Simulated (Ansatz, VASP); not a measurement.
## SbS3 in VASP and in Ansatz

```
Sb S
1.0
     4.23172    0.00000    0.00000
     0.00000    4.23172    0.00000
     0.00000    0.00000    4.23172
Sb S
1 3
Direct
  0.00000 0.00000 0.00000
  0.00000 0.50000 0.50000
  0.50000 0.00000 0.50000
  0.50000 0.50000 0.00000
```

Change from the starting cell: species swapped into the Ce3Sn type (Pm-3m, No. 221).

Alike in both runs: functional PBE; k mesh 12 × 12 × 12; occupations gaussian, width 0.1 eV; no spin polarisation.

Ansatz relaxed the structure, and its values are those at the end. VASP's run is a single point on that final structure, the one shown.

|  | VASP | Ansatz |
| --- | --- | --- |
| version | VASP 6.6.1 | Ansatz 0.2.0 |
| potentials or method | VASP PAW PBE potentials, release 64 (Sb, S), cutoff 520 eV | scalar-relativistic, plane waves, PAW |
| valence electrons in the cell | 23 | 33 |

|  | VASP | Ansatz | Ansatz less VASP |
| --- | --- | --- | --- |
| gap on the k mesh at the Fermi level (eV) | none | none | - |
| pressure (GPa) | -0.3 | 0.0 | +0.31 |

A gap of «none» marks a metal or a gap that the smearing closes. VASP's potentials hold 23 valence electrons a cell and Ansatz's 33, so a difference there can come from the potentials and not from the codes.

Spin-orbit coupling is off throughout.
